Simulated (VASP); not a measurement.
# AgCl (Fm-3m) in VASP: dielectric tensor with r2SCAN

Aim: the dielectric tensor of AgCl with r2SCAN.

Program: VASP 6.6.1. These are calculated values, not measurements. Logs are shortened: lines on timing, memory, paths and dates and some standing lists are left out, and cuts for length are marked.

## (1) The cell of the first run

Symmetry: Fm-3m, No. 225, cubic system. The conventional cell has a = 5.546 Å, b = 5.546 Å, c = 5.546 Å, α = 90.00°, β = 90.00°, γ = 90.00°. Ag (site symmetry m-3m) has 6 Cl at 2.77 Å within 3.7 Å. Within 3.7 Å of Cl (site symmetry m-3m) lie 6 Ag at 2.77 Å.

## (2) Dielectric tensor, r2SCAN

INCAR reads:

```
  PREC = Accurate
  ENCUT = 520
  EDIFF = 1E-8
  ISMEAR = 0
  SIGMA = 0.01
  LREAL = F
  LASPH = T
  NELM = 60
  ALGO = Normal
  ISIF = 2
  LWAVE = F
  LCHARG = F
  METAGGA = R2SCAN
  LMIXTAU = T
  LCALCEPS = T
```

KPOINTS reads:

```
Automatic mesh
0
Gamma
  6 6 6
```

POSCAR reads:

```
AgCl
1.0
    0.0000000000      2.7731838115      2.7731838115
    2.7731838115      0.0000000000      2.7731838115
    2.7731838115      2.7731838115      0.0000000000
Ag Cl
1 1
Direct
    0.0000000000      0.0000000000      0.0000000000
    0.5000000000      0.5000000000      0.5000000000
```

Potentials or basis: VASP PAW PBE potentials, release 64 (Ag, Cl).

Command:

```console
cat potpaw_PBE.64/Ag/POTCAR potpaw_PBE.64/Cl/POTCAR > POTCAR
mpirun -np 1 vasp_std > vasp.out
```

OUTCAR:

```text
PREC = Accurate
   ENCUT = 520
   EDIFF = 1E-8
   ISMEAR = 0
   LREAL = F
   LASPH = T
   NELM = 60
   ISIF = 2
   METAGGA = R2SCAN

 ion  position               nearest neighbor table
   1  0.000  0.000  0.000-   2 2.77   2 2.77   2 2.77   2 2.77   2 2.77   2 2.77
   2  0.500  0.500  0.500-   1 2.77   1 2.77   1 2.77   1 2.77   1 2.77   1 2.77

  LATTYP: Found a face centered cubic cell.
 ALAT       =     5.5463676230

  Lattice vectors:

 A1 = (   0.0000000000,   2.7731838115,   2.7731838115)
 A2 = (   2.7731838115,   0.0000000000,   2.7731838115)
 A3 = (   2.7731838115,   2.7731838115,   0.0000000000)

Analysis of symmetry for initial positions (statically):
=====================================================================
 Subroutine PRICEL returns:
 Original cell was already a primitive cell.

 Routine SETGRP: Setting up the symmetry group for a
 face centered cubic supercell.

 Subroutine GETGRP returns: Found 48 space group operations
 (whereof 48 operations were pure point group operations)
 out of a pool of 48 trial point group operations.

The static configuration has the point symmetry O_h .

Analysis of symmetry for dynamics (positions and initial velocities):
=====================================================================
 Subroutine PRICEL returns:
 Original cell was already a primitive cell.

 Routine SETGRP: Setting up the symmetry group for a
 face centered cubic supercell.

 Subroutine GETGRP returns: Found 48 space group operations
 (whereof 48 operations were pure point group operations)
 out of a pool of 48 trial point group operations.

The dynamic configuration has the point symmetry O_h .

 Subroutine INISYM returns: Found 48 space group operations
 (whereof 48 operations are pure point group operations),
 and found     1 'primitive' translations

----------------------------------------------------------------------------------------

                                     Primitive cell

  volume of cell :      42.6546

  direct lattice vectors                    reciprocal lattice vectors
     0.000000000  2.773183812  2.773183812    -0.180298182  0.180298182  0.180298182
     2.773183812  0.000000000  2.773183812     0.180298182 -0.180298182  0.180298182
[... 134 lines left out ...]
 fundamental gap:   9996.4634171196
 Fermi energy:         3.5879747588

 k-point     1 :       0.0000    0.0000    0.0000
  band No.  band energies     occupation
      1     -12.2763      2.00000
      2       1.0920      2.00000
      3       1.0920      2.00000
      4       1.0921      2.00000
      5       1.1045      2.00000
      6       1.1045      2.00000
      7       1.1045      2.00000
      8       1.1554      2.00000
      9       1.1554      2.00000
     10   10000.0000      0.00000
     11   10000.0000      0.00000
     12   10000.0000      0.00000
     13   10000.0000      0.00000
[... 354 lines left out ...]
  band No.  band energies     occupation
      1     -11.9813      2.00000
      2      -1.1205      2.00000
      3      -0.1959      2.00000
      4      -0.0654      2.00000
      5       1.1445      2.00000
      6       1.4038      2.00000
      7       1.6752      2.00000
      8       2.2428      2.00000
      9       2.7927      2.00000
     10   10000.0000      0.00000
     11   10000.0000      0.00000
     12   10000.0000      0.00000
     13   10000.0000      0.00000

 [... further k-points ...]

------------------------ aborting loop because EDIFF is reached ----------------------------------------

            Ionic dipole moment: p[ion]=(   -19.41229   -19.41229   -19.41229 ) |e| Angst

 Total electronic dipole moment: p[elc]=(     0.00000     0.00000     0.00821 ) |e| Angst

 MACROSCOPIC STATIC DIELECTRIC TENSOR (including local field effects)
 ------------------------------------------------------
           4.483452    -0.000000     0.000000
          -0.000000     4.483452    -0.000000
          -0.000000    -0.000000     4.483452
 ------------------------------------------------------

 PIEZOELECTRIC TENSOR (including local field effects) (e Angst)
          XX          YY          ZZ          XY          YZ          ZX
  --------------------------------------------------------------------------------
  x     0.00000     0.00000     0.00000     0.00000     0.00000     0.00000
  y     0.00000     0.00000     0.00000     0.00000     0.00000     0.00000
  z     0.00000     0.00000     0.00000     0.00000     0.00000     0.00000

 PIEZOELECTRIC TENSOR (including local field effects) (C/m^2)
          XX          YY          ZZ          XY          YZ          ZX
  --------------------------------------------------------------------------------
  x     0.00000     0.00000     0.00000     0.00000     0.00000     0.00000
  y     0.00000     0.00000     0.00000     0.00000     0.00000     0.00000
  z     0.00000     0.00000     0.00000     0.00000     0.00000     0.00000

 BORN EFFECTIVE CHARGES (including local field effects) (in |e|, cummulative output)
 ---------------------------------------------------------------------------------
 ion    1
    1     1.39178     0.00000    -0.00000
    2    -0.00000     1.39178     0.00000
    3     0.00000    -0.00000     1.39178
 ion    2
    1    -1.39178    -0.00000     0.00000
    2     0.00000    -1.39178    -0.00000
    3    -0.00000     0.00000    -1.39178

  FORCE on cell =-STRESS in cart. coord.  units (eV):
  Direction    XX          YY          ZZ          XY          YZ          ZX
  --------------------------------------------------------------------------------------
  -------------------------------------------------------------------------------------
  Total       -0.0288613     -0.0288613     -0.0288613     -0.0000000      0.0000000     -0.0000000
  in kB       -1.0840781     -1.0840781     -1.0840781     -0.0000000      0.0000000     -0.0000000
  external PRESSURE =      -1.0840781 kB  Pullay stress =       0.0000000 kB

 VOLUME and BASIS-vectors are now :
 -----------------------------------------------------------------------------
  energy-cutoff  :      520.00
  volume of cell :       42.65
      direct lattice vectors                 reciprocal lattice vectors
     0.000000000  2.773183812  2.773183812    -0.180298182  0.180298182  0.180298182
     2.773183812  0.000000000  2.773183812     0.180298182 -0.180298182  0.180298182
     2.773183812  2.773183812  0.000000000     0.180298182  0.180298182 -0.180298182

 POSITION                                       TOTAL-FORCE (eV/Angst)
 -----------------------------------------------------------------------------------
      0.00000      0.00000      0.00000         0.000000      0.000000     -0.000000
      2.77318      2.77318      2.77318         0.000000      0.000000      0.000000
 -----------------------------------------------------------------------------------
    total drift:                               -0.000000      0.000000      0.000000

  FREE ENERGIE OF THE ION-ELECTRON SYSTEM (eV)
  ---------------------------------------------------
  free  energy   TOTEN  =       -28.6429478707 eV

  energy  without entropy=      -28.6429478707  energy(sigma->0) =      -28.64294787
```

OSZICAR:

```text
N       E                     dE             d eps       ncg     rms          rms(c)
DAV:   1     0.736610349822E+02    0.73661E+02   -0.89465E+03   432   0.128E+03
DAV:   2    -0.292693708702E+02   -0.10293E+03   -0.95052E+02   491   0.256E+02
[... 13 lines left out ...]
DMP:   9    -0.286429477515E+02   -0.94122E-07   -0.96922E-07   884   0.218E-06   0.466E-07
DMP:  10    -0.286429478046E+02   -0.53167E-07   -0.51680E-07   884   0.116E-06   0.245E-07
DMP:  11    -0.286429478353E+02   -0.30665E-07   -0.32011E-07   884   0.675E-07   0.241E-07
DMP:  12    -0.286429478555E+02   -0.20157E-07   -0.17445E-07   884   0.329E-07   0.206E-07
DMP:  13    -0.286429478660E+02   -0.10557E-07   -0.81562E-08   884   0.156E-07   0.917E-08
DMP:  14    -0.286429478707E+02   -0.46864E-08   -0.39398E-08   884   0.818E-08   0.321E-08
   1 F= -.28642948E+02 E0= -.28642948E+02  d E =-.699596E-15
```

stdout:

```text
POSCAR found type information on POSCAR AgCl
 POSCAR found :  2 types and       2 ions
 scaLAPACK will be used
 -----------------------------------------------------------------------------
[... 111 lines left out ...]
 p_tot=( -0.194E+02 -0.194E+02 -0.194E+02 )
dp_tot=(  0.216E-05  0.825E-02  0.221E-05 )  diag[e(oo)]=(    ---    4.49960    ---   )
 p_tot=( -0.194E+02 -0.194E+02 -0.194E+02 )
dp_tot=(  0.215E-05  0.822E-02  0.219E-05 )  diag[e(oo)]=(    ---    4.48884    ---   )
 final diagonalization full
 p_tot=( -0.194E+02 -0.194E+02 -0.194E+02 )
dp_tot=(  0.214E-05  0.821E-02  0.219E-05 )  diag[e(oo)]=(    ---    4.48346    ---   )
 ----------------------------------------------------------------
```

Wall time 55 min (1 thread of Intel Xeon 8259CL, shared host); peak memory 0.32 GiB.

What came out:

```yaml
Band_gap_on_the_k_mesh: 1.42 eV (least direct gap 3.80 eV)
Electronic_dielectric_tensor_diagonal: 4.48
Born_charges_mean_of_the_diagonal: Ag +1.39; Cl -1.39 e
```

Electronic dielectric tensor:
```
4.48 0.00 0.00
0.00 4.48 0.00
0.00 0.00 4.48
```

Born effective charge tensors (e):
atom 1, Ag
```
1.39 0.00 0.00
0.00 1.39 0.00
0.00 0.00 1.39
```
atom 2, Cl
```
-1.39  0.00  0.00
 0.00 -1.39  0.00
 0.00  0.00 -1.39
```

Dipole moments of the cell (e·Å, modulo the quantum): ionic -19.412, -19.412, -19.412; electronic 0.000, 0.000, 0.008

Caveat: the PAW data sets were made with another functional, which shifts forces and pressure a little. A k mesh can miss the band edges.

The gap in the log of VASP goes by the Fermi energy; the results here count the filled bands.